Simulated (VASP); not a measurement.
**Cd4SeS3: relaxation of shape and atoms at fixed volume with PBE**

Cd4SeS3:

```
Cd Se S
1.0
     4.10982    0.00000    0.00000
     0.00000    4.10982    0.00000
     0.00000    0.00000   11.59549
Cd Se S
4 1 3
Direct
  0.50000 0.00000 0.62160
  0.00000 0.50000 0.86538
  0.50000 0.00000 0.13462
  0.00000 0.50000 0.37840
  0.00000 0.00000 0.00000
  0.50000 0.50000 0.25662
  0.00000 0.00000 0.50000
  0.50000 0.50000 0.74338
```

* Program: VASP 6.6.1
* Task: relaxation of shape and atoms at fixed volume
* Functional: PBE
* Potentials or basis: VASP PAW PBE potentials, release 64 (Cd, Se, S)
* Cutoff: 600 eV
* k mesh: 6 × 6 × 4
* Occupations: gaussian, width 0.02 eV
* Spin: no spin polarisation
* Dipole correction: no
* Further INCAR settings: ALGO = Normal; EDIFF = 1e-06; IBRION = 2; EDIFFG = -0.01; NSW = 50; ISIF = 4

```json
{
 "Energy gained by relaxing": "0.0 meV/atom",
 "Ionic steps": "2",
 "Pressure after relaxing": "6.4 GPa",
 "Largest force after relaxing": "0.009 eV/Å",
 "Band gap on the k mesh": "1.05 eV"
}
```

Forces on the atoms (eV/Å):
```
Cd   0.000  0.000  0.002
Cd   0.000  0.000 -0.009
Cd   0.000  0.000  0.009
Cd   0.000  0.000 -0.002
Se   0.000  0.000  0.000
S    0.000  0.000  0.000
S    0.000  0.000  0.000
S    0.000  0.000  0.000
```

Final structure:
```
Cd Se S
1.0
     4.10995    0.00000    0.00000
     0.00000    4.10995    0.00000
     0.00000    0.00000   11.59472
Cd Se S
4 1 3
Cartesian
  2.0550 4.1100 7.2073
  0.0000 2.0550 10.0329
  2.0550 4.1100 1.5618
  0.0000 2.0550 4.3874
  0.0000 4.1100 0.0000
  2.0550 2.0550 2.9751
  0.0000 4.1100 5.7974
  2.0550 2.0550 8.6196
```

Levels at points of the mesh, in eV from the valence-band top:
| k point | band 33 | band 34 | band 35 | band 36 | band 37 | band 38 | band 39 | band 40 |
| --- | --- | --- | --- | --- | --- | --- | --- | --- |
| (0.00, 0.00, 0.00) | -1.02 | -0.06 | 0.00 | 0.00 | 1.05 | 3.30 | 3.55 | 3.61 |
| (0.50, 0.00, 0.00) | -1.02 | -0.89 | -0.84 | -0.42 | 2.81 | 2.91 | 4.19 | 4.28 |
| (0.50, 0.50, 0.00) | -2.18 | -2.06 | -2.06 | -1.94 | 3.20 | 3.42 | 4.19 | 4.19 |
| (0.00, 0.00, 0.50) | -0.54 | -0.54 | -0.22 | -0.22 | 2.22 | 2.28 | 3.49 | 3.61 |
| (0.50, 0.00, 0.50) | -1.03 | -1.03 | -1.03 | -0.42 | 3.39 | 3.51 | 3.53 | 3.57 |
| (0.50, 0.50, 0.50) | -2.29 | -2.20 | -2.20 | -2.07 | 3.87 | 4.10 | 4.14 | 4.16 |

Wall time 6.2 min on 1 thread of Oxide Virtual Turin-like Processor, on a shared host, peak memory 0.5 GiB.

A k mesh can miss the band edges.
